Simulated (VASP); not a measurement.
Here is a VASP 6.6.1 calculation.

Contents of INCAR:

```
SYSTEM = MgO
PREC = Accurate
ENCUT = 520
EDIFF = 1E-6
ISMEAR = 0
SIGMA = 0.02
LREAL = .False.
LASPH = .True.
NELM = 80
ALGO = Normal
ISIF = 2
LWAVE = .False.
LCHARG = .False.
GGA = PS
NBANDS = 11
```

Contents of KPOINTS:

```
regular mesh
0
Gamma
  10 10 10
  0 0 0
```

The input POSCAR:

```
MgO
1.0
    0.0000000000      2.1649353425      2.1649353425
    2.1649353425      0.0000000000      2.1649353425
    2.1649353425      2.1649353425      0.0000000000
Mg O
1 1
Direct
    0.0000000000      0.0000000000      0.0000000000
    0.5000000000      0.5000000000      0.5000000000
```

Potentials or basis: VASP PAW PBE potentials, release 64 (Mg, O).

Launch:

```bash
$ cat potpaw_PBE.64/Mg/POTCAR potpaw_PBE.64/O/POTCAR > POTCAR
$ mpirun -np 1 vasp_std > vasp.out
```

(1) What does it give for the pressure?

(2) Estimate the band gap on the k mesh.

## Answers

(1) -11.4 GPa.

(2) 3.88 eV, direct.

Caveat: the cell differs from its parent crystal (strained); the PAW data sets were made with another functional, which shifts forces and pressure a little.
